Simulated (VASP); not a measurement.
Here is a VASP 6.6.1 calculation.

INCAR

```
PREC     = Accurate       # precision mode
ENCUT    = 600            # plane-wave cutoff, eV
EDIFF    = 1E-6           # SCF threshold, eV
ISMEAR   = -1             # smearing method
SIGMA    = 0.01           # smearing width, eV
LREAL    = F              # projectors in reciprocal space
LASPH    = T              # aspherical terms in the spheres
NELM     = 100            # most SCF steps
ALGO     = Normal         # electronic algorithm
ISIF     = 3              # what is computed and relaxed
LWAVE    = F              # write WAVECAR
LCHARG   = F              # write CHGCAR
GGA      = PE             # functional
IBRION   = 2              # ionic algorithm
NSW      = 80             # ionic steps
EDIFFG   = -0.03          # ionic threshold
PSTRESS  = 400.0
```

KPOINTS

```
Automatic mesh
0
Gamma
  8 8 4
```

Contents of POSCAR:

```
Br
1.0
    3.3300000000      0.0000000000      0.0000000000
   -1.6650000000      2.8838645946      0.0000000000
    0.0000000000      0.0000000000      5.4378900000
Br
2
Direct
    0.3333333333      0.6666666667      0.2500000000
    0.6666666667      0.3333333333      0.7500000000
```

Potentials or basis: VASP PAW PBE potentials, release 64 (Br).

Run with:

```sh
$ cat potpaw_PBE.64/Br/POTCAR > POTCAR
$ mpirun -np 1 vasp_std > vasp.out
```

Question: Estimate the space group after relaxing (to 0.05 Å).

Answer: P6_3/mmc (No. 194).

Question: What does it give for the band gap on the k mesh?

Answer: Zero (band 7 reaches 10.30 eV, above the bottom of band 8 at 5.40 eV).

Question: Predict the relaxed cell.

Answer: a = 2.695 Å, b = 2.695 Å, c = 5.509 Å, α = 90.00°, β = 90.00°, γ = 120.00°.

Question: Predict the relaxed volume.

Answer: 17.32 Å³/atom.

Step by step:
```tsv
step	energy change (eV)	largest force (eV/Å)	pressure (GPa)	volume (Å³)
1	0.0000	0.0000	0.66	52.22
2	18.8713	0.0000	474.59	17.20
3	0.9384	0.0000	26.62	36.88
4	1.2197	0.0000	32.91	35.35
5	1.5593	0.0000	40.43	33.86
6	1.4812	0.0000	38.71	34.18
7	1.4634	0.0000	38.92	34.14
8	1.4655	0.0000	40.40	33.96
9	1.6131	0.0000	49.72	33.24
10	1.4748	0.0000	41.62	33.83
11	1.5028	0.0000	44.79	33.57
12	1.5363	0.0000	46.97	33.41
13	1.5220	0.0000	46.25	33.46
14	1.4696	0.0000	45.58	33.65
15	1.4221	0.0000	44.97	33.83
16	1.3683	0.0000	43.72	34.02
17	1.2157	0.0000	40.15	34.60
18	1.2069	0.0000	39.94	34.63
19	1.2029	0.0000	39.85	34.65
20	1.2053	0.0000	39.89	34.64
```

Caveat: the cell is relaxed towards a set pressure, so the enthalpy falls and the energy may rise; the volume moved by over 15 % at a fixed basis, so the end points are rough.
